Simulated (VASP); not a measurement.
# GaSb2Te2 (P6/mmm) in VASP: a series of runs

GaSb2Te2 is run at these levels: PBE; tasks: single point, relaxation of cell and atoms.

All numbers are computed with VASP 6.6.1; they aren't measurements. Logs are shortened: lines on timing, memory, paths and dates and some standing lists are left out, and cuts for length are marked.

## (1) The cell of the first run

The structure is hexagonal, space group P6/mmm (No. 191). The conventional cell has a = 5.400 Å, b = 5.400 Å, c = 6.593 Å, α = 90.00°, β = 90.00°, γ = 120.00°. Ga (site symmetry 6/mmm) has 6 Sb at 3.12 Å within 4.1 Å. Within 4.1 Å of Sb (site symmetry -6m2) lie 3 Ga at 3.12 Å and 3 Sb at 3.12 Å and 2 Te at 3.30 Å. Within 4.1 Å of Te (site symmetry -6m2) lie 3 Te at 3.12 Å and 2 Sb at 3.30 Å.

## (2) Single point, PBE

INCAR

```
PREC = Accurate ; ENCUT = 520
EDIFF = 1E-7 ; ISMEAR = 0
SIGMA = 0.1 ; LREAL = False
LASPH = True ; NELM = 80
ALGO = Normal ; ISIF = 2
LWAVE = False ; LCHARG = True
GGA = PE ; LELF = True
LVHAR = True ; NBANDS = 26
```

KPOINTS

```
Automatic mesh
0
Gamma
  6 6 2
```

POSCAR

```
GaSb2Te2
1.0
    5.3997007303      0.0000000000      0.0000000000
   -2.6998503651      4.6762780053      0.0000000000
    0.0000000000      0.0000000000      6.5927952028
Ga Sb Te
1 2 2
Direct
    0.0000000000      0.0000000000      0.5000000000
    0.3333333333      0.6666666667      0.5000000000
    0.6666666667      0.3333333333      0.5000000000
    0.3333333333      0.6666666667      0.0000000000
    0.6666666667      0.3333333333      0.0000000000
```

Potentials or basis: VASP PAW PBE potentials, release 64 (Ga_d, Sb, Te).

Started as:

```console
cat potpaw_PBE.64/Ga_d/POTCAR potpaw_PBE.64/Sb/POTCAR potpaw_PBE.64/Te/POTCAR > POTCAR
mpirun -np 1 vasp_std > vasp.out
```

OUTCAR:

```text
PREC = Accurate
   ENCUT = 520
   EDIFF = 1E-7
   ISMEAR = 0
   LREAL = False
   LASPH = True
   NELM = 80
   ISIF = 2
   GGA = PE

 ion  position               nearest neighbor table
   1  0.000  0.000  0.500-   2 3.12   3 3.12   2 3.12   3 3.12   3 3.12   2 3.12
   2  0.333  0.667  0.500-   1 3.12   3 3.12   3 3.12   1 3.12   1 3.12   3 3.12   4 3.30   4 3.30

   3  0.667  0.333  0.500-   1 3.12   2 3.12   2 3.12   1 3.12   1 3.12   2 3.12   5 3.30   5 3.30

   4  0.333  0.667  0.000-   5 3.12   5 3.12   5 3.12   2 3.30   2 3.30
   5  0.667  0.333  0.000-   4 3.12   4 3.12   4 3.12   3 3.30   3 3.30

  LATTYP: Found a hexagonal cell.
 ALAT       =     5.3997007303
 C/A-ratio  =     1.2209556663

  Lattice vectors:

 A1 = (   5.3997007303,   0.0000000000,   0.0000000000)
 A2 = (  -2.6998503651,   4.6762780053,   0.0000000000)
 A3 = (   0.0000000000,   0.0000000000,   6.5927952028)

Analysis of symmetry for initial positions (statically):
=====================================================================
 Subroutine PRICEL returns:
 Original cell was already a primitive cell.

 Routine SETGRP: Setting up the symmetry group for a
 hexagonal supercell.

 Subroutine GETGRP returns: Found 24 space group operations
 (whereof 24 operations were pure point group operations)
 out of a pool of 24 trial point group operations.

The static configuration has the point symmetry D_6h.

Analysis of symmetry for dynamics (positions and initial velocities):
=====================================================================
 Subroutine PRICEL returns:
 Original cell was already a primitive cell.

 Routine SETGRP: Setting up the symmetry group for a
 hexagonal supercell.

 Subroutine GETGRP returns: Found 24 space group operations
 (whereof 24 operations were pure point group operations)
 out of a pool of 24 trial point group operations.

The dynamic configuration has the point symmetry D_6h.

 Subroutine INISYM returns: Found 24 space group operations
 (whereof 24 operations are pure point group operations),
 and found     1 'primitive' translations

----------------------------------------------------------------------------------------

                                     Primitive cell

  volume of cell :     166.4714

  direct lattice vectors                    reciprocal lattice vectors
     5.399700730  0.000000000  0.000000000     0.185195449  0.106922642  0.000000000
    -2.699850365  4.676278005  0.000000000     0.000000000  0.213845284  0.000000000
     0.000000000  0.000000000  6.592795203     0.000000000  0.000000000  0.151680732

  length of vectors
     5.399700730  5.399700730  6.592795203     0.213845284  0.213845284  0.151680732

  position of ions in fractional coordinates (direct lattice)
     0.000000000  0.000000000  0.500000000
     0.333333333  0.666666667  0.500000000
     0.666666667  0.333333333  0.500000000
     0.333333333  0.666666667  0.000000000
     0.666666667  0.333333333  0.000000000

  ion indices of the primitive-cell ions
   primitive index   ion index
                 1           1
                 2           2
                 3           3
                 4           4
                 5           5

----------------------------------------------------------------------------------------

 KPOINTS: Automatic mesh

Automatic generation of k-mesh.
 Grid dimensions read from file:
 generate k-points for:    6    6    2

 Generating k-lattice:

  Cartesian coordinates                     Fractional coordinates (reciprocal lattice)
     0.030865908  0.017820440  0.000000000     0.166666667  0.000000000  0.000000000
     0.000000000  0.035640881  0.000000000     0.000000000  0.166666667  0.000000000
     0.000000000  0.000000000  0.075840366     0.000000000  0.000000000  0.500000000

  Length of vectors
     0.035640881  0.035640881  0.075840366

  Shift w.r.t. Gamma in fractional coordinates (k-lattice)
     0.000000000  0.000000000  0.000000000

 Subroutine IBZKPT returns following result:
 ===========================================

 Found     14 irreducible k-points:

 Following reciprocal coordinates:
            Coordinates               Weight
  0.000000  0.000000  0.000000      1.000000
  0.166667  0.000000  0.000000      6.000000
  0.333333  0.000000  0.000000      6.000000
  0.500000  0.000000  0.000000      3.000000
  0.166667  0.166667  0.000000      6.000000
  0.333333  0.166667  0.000000     12.000000
  0.333333  0.333333  0.000000      2.000000
  0.000000  0.000000  0.500000      1.000000
  0.166667  0.000000  0.500000      6.000000
  0.333333  0.000000  0.500000      6.000000
  0.500000  0.000000  0.500000      3.000000
  0.166667  0.166667  0.500000      6.000000
  0.333333  0.166667  0.500000     12.000000
  0.333333  0.333333  0.500000      2.000000
   k-points           NKPTS =     14   k-points in BZ     NKDIM =     14   number of bands    NBANDS=     26
   number of dos      NEDOS =    301   number of ions     NIONS =      5
   total plane-waves  NPLWV =  80000
   dimension x,y,z NGX =    40 NGY =   40 NGZ =   50
   dimension x,y,z NGXF=    80 NGYF=   80 NGZF=  100
   ions per type =               1   2   2
   NGX,Y,Z   is equivalent  to a cutoff of  12.32, 12.32, 12.61 a.u.
   NGXF,Y,Z  is equivalent  to a cutoff of  24.63, 24.63, 25.22 a.u.
 SYSTEM =  unknown system
   PREC   = accura    normal or accurate (medium, high low for compatibility)
   ISTART =      0    job   : 0-new  1-cont  2-samecut
   ICHARG =      2    charge: 1-file 2-atom 10-const
   ISPIN  =      1    spin polarized calculation?
   LNONCOLLINEAR =      F non collinear calculations
   LSORBIT =      F    spin-orbit coupling
   LASPH  =      T    aspherical Exc in radial PAW
   ENCUT  =  520.0 eV  38.22 Ry    6.18 a.u.  10.04 10.04 12.26*2*pi/ulx,y,z
   NELM   =     80;   NELMIN=  2; NELMDL= -5     # of ELM steps
   EDIFF  = 0.1E-06   stopping-criterion for ELM
   LREAL  =      F    real-space projection
   EDIFFG = 0.1E-05   stopping-criterion for IOM
   NSW    =      0    number of steps for IOM
   IBRION =     -1    ionic relax: 0-MD 1-quasi-New 2-CG
   NFREE  =      0    steps in history (QN), initial steepest desc. (CG)
   ISIF   =      2    stress and relaxation
   ISYM   =      2    0-nonsym 1-usesym 2-fastsym
   POTIM  = 0.5000    time-step for ionic-motion
   TEBEG  =    0.0;   TEEND  =   0.0 temperature during run
   PSTRESS=    0.0 pullay stress
   NELECT =      35.0000    total number of electrons
   NUPDOWN=      -1.0000    fix difference up-down
   EMIN   =  10.00;   EMAX   =-10.00  energy-range for DOS
   EFERMI =   0.00;   METHOD = LEGACY
   ISMEAR =     0;   SIGMA  =   0.10  broadening in eV -4-tet -1-fermi 0-gaus
   EFERMI_NEDOS =   21; number of points for ismear=-14 and -15
   IALGO  =     38    algorithm
   IMIX   =      4    mixing-type and parameters
     AMIX     =   0.40;   BMIX     =  1.00
     AMIX_MAG =   1.60;   BMIX_MAG =  1.00
  volume/ion in A,a.u.               =      33.29       224.68
  Fermi-wavevector in a.u.,A,eV,Ry     =   0.973459  1.839571 12.893185  0.947622
  Thomas-Fermi vector in A             =   2.103840
   LORBIT       =      0    0 simple, 1 ext, 2 COOP (PROOUT), +10 PAW based schemes
   GGA     = PE    functional components
   LHFCALC =     F    Hartree Fock is set to
   AEXX    =    0.0000 exact exchange contribution
   IVDW    =     0    specifies the selected vdW correction
   LEPSILON=     F    determine dielectric tensor
   LRPA    =     F    only Hartree local field effects (RPA)
 non-spin polarized calculation
 Gauss-broadening in eV      SIGMA  =   0.10
  energy-cutoff  :      520.00
  volume of cell :      166.47
 maximum number of plane-waves:      4507
   NGX = 21   NGY = 21   NGZ = 25

 number of electron      34.9999985 magnetization

 Free energy of the ion-electron system (eV)
  ---------------------------------------------------
  ext. energy  EPLUGINS =         0.00000000
  ---------------------------------------------------
  free energy    TOTEN  =       -16.17902206 eV

  energy without entropy =      -16.15739849  energy(sigma->0) =      -16.16821028

 E-fermi :   5.0736     XC(G=0):  -8.9092

 val. band max:        5.0547354244   @ k =   0.1667   0.0000   0.5000
 cond. band min:       5.1792395460   @ k =   0.3333   0.1667   0.0000
 fundamental gap:      0.1245041215
 Fermi energy:         5.0735972182

 k-point     1 :       0.0000    0.0000    0.0000
  band No.  band energies     occupation
      1      -9.9768      2.00000
      2      -9.9351      2.00000
      3      -9.9351      2.00000
      4      -9.8859      2.00000
      5      -9.8859      2.00000
      6      -7.5041      2.00000
[... 18 lines left out ...]
     25       9.7143      0.00000
     26       9.7541      0.00000

 k-point     2 :       0.1667    0.0000    0.0000
  band No.  band energies     occupation
      1      -9.9748      2.00000
      2      -9.9353      2.00000
      3      -9.9351      2.00000
      4      -9.8868      2.00000
      5      -9.8848      2.00000
      6      -7.3716      2.00000
[... 18 lines left out ...]
     25       9.8628      0.00000
     26      10.2971      0.00000

 k-point     3 :       0.3333    0.0000    0.0000
  band No.  band energies     occupation
      1      -9.9710      2.00000
      2      -9.9358      2.00000
      3      -9.9352      2.00000
      4      -9.8887      2.00000
      5      -9.8825      2.00000
      6      -7.0074      2.00000
[... 282 lines left out ...]
 k-point    13 :       0.3333    0.1667    0.5000
  band No.  band energies     occupation
      1      -9.9691      2.00000
      2      -9.9360      2.00000
      3      -9.9354      2.00000
      4      -9.8882      2.00000
      5      -9.8828      2.00000
      6      -6.4888      2.00000
[... 18 lines left out ...]
     25      10.2776      0.00000
     26      10.2857      0.00000

 k-point    14 :       0.3333    0.3333    0.5000
  band No.  band energies     occupation
      1      -9.9681      2.00000
      2      -9.9357      2.00000
      3      -9.9357      2.00000
      4      -9.8856      2.00000
      5      -9.8856      2.00000
      6      -6.0461      2.00000
[... 18 lines left out ...]
     25      10.0968      0.00000
     26      10.4574      0.00000

------------------------ aborting loop because EDIFF is reached ----------------------------------------

  FORCE on cell =-STRESS in cart. coord.  units (eV):
  Direction    XX          YY          ZZ          XY          YZ          ZX
  --------------------------------------------------------------------------------------
  -------------------------------------------------------------------------------------
  Total        0.1758507      0.1758507     -0.0123021      0.0000000      0.0000000      0.0000000
  in kB        1.6924474      1.6924474     -0.1183994      0.0000000      0.0000000      0.0000000
  external PRESSURE =       1.0888318 kB  Pullay stress =       0.0000000 kB

 VOLUME and BASIS-vectors are now :
 -----------------------------------------------------------------------------
  energy-cutoff  :      520.00
  volume of cell :      166.47
      direct lattice vectors                 reciprocal lattice vectors
     5.399700730  0.000000000  0.000000000     0.185195449  0.106922642  0.000000000
    -2.699850365  4.676278005  0.000000000     0.000000000  0.213845284  0.000000000
     0.000000000  0.000000000  6.592795203     0.000000000  0.000000000  0.151680732

 POSITION                                       TOTAL-FORCE (eV/Angst)
 -----------------------------------------------------------------------------------
      0.00000      0.00000      3.29640         0.000000      0.000000     -0.000000
     -0.00000      3.11752      3.29640         0.000000      0.000000     -0.000000
      2.69985      1.55876      3.29640        -0.000000      0.000000     -0.000000
     -0.00000      3.11752      0.00000         0.000000      0.000000      0.000000
      2.69985      1.55876      0.00000         0.000000     -0.000000     -0.000000
 -----------------------------------------------------------------------------------
    total drift:                               -0.000000     -0.000000      0.000000

  FREE ENERGIE OF THE ION-ELECTRON SYSTEM (eV)
  ---------------------------------------------------
  free  energy   TOTEN  =       -16.1790220625 eV

  energy  without entropy=      -16.1573984876  energy(sigma->0) =      -16.16821028
```

Wall time 34 s (1 thread of Intel Xeon 6975P-C (Granite Rapids), shared host); peak memory 0.3 GiB.

Results:

* Free energy: -16.1790 eV
* Pressure: 0.1 GPa

Stress tensor (GPa, compression positive):
```
 0.17  0.00  0.00
 0.00  0.17  0.00
 0.00  0.00 -0.01
```

Caveat: the k points lie up to 0.48 Å⁻¹ apart; spin-orbit coupling is left out, which moves the levels of the heavy elements.

[end of part 1 of 3]
